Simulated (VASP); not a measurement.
The system is InP.

```
In P
1.0
     3.00839    0.00000    0.00000
    -1.50419    2.60534    0.00000
     0.00000    0.00000    5.36738
In P
1 1
Direct
  0.00000 0.00000 0.00000
  0.00000 0.00000 0.50000
```

The cell was generated, and may not be a known phase.

| Item | Value |
| --- | --- |
| Program | VASP 6.6.1 |
| Task | relaxation of cell and atoms |
| Functional | PBE |
| Potentials or basis | VASP PAW PBE potentials, release 64 (In_d, P) |
| Cutoff | 600 eV |
| k mesh | 24 × 24 × 10 |
| Occupations | gaussian, width 0.1 eV |
| Spin | no spin polarisation |

At the start: pressure 0.2 GPa; volume 21.03 Å³/atom.

Where does the relaxation end?

Over 6 steps the energy falls by 16.4 meV/atom and the volume is 20.97 Å³/atom (-0.3 %); space group P6/mmm (No. 191, to 0.1 Å) before and after.

The path:
```
step  energy change (eV)  largest force (eV/Å)  pressure (GPa)  volume (Å³)
   1              0.0000                0.0000            0.18        42.07
   2             -0.0318                0.0000           -0.36        42.19
   3             -0.0325                0.0000           -0.41        42.20
   4             -0.0325                0.0000           -0.40        42.20
   5             -0.0328                0.0000            0.10        41.87
   6             -0.0329                0.0000            0.02        41.93
```

Final structure:
```cif
data_structure
_symmetry_space_group_name_H-M 'P 1'
_symmetry_Int_Tables_number 1
_cell_length_a 2.9527
_cell_length_b 2.9527
_cell_length_c 5.5534
_cell_angle_alpha 90.000
_cell_angle_beta 90.000
_cell_angle_gamma 120.000
_cell_volume 41.93
loop_
_atom_site_label
_atom_site_type_symbol
_atom_site_fract_x
_atom_site_fract_y
_atom_site_fract_z
_atom_site_occupancy
In1 In 0.00000 0.00000 0.00000 1
P1 P 0.00000 0.00000 0.50000 1
```
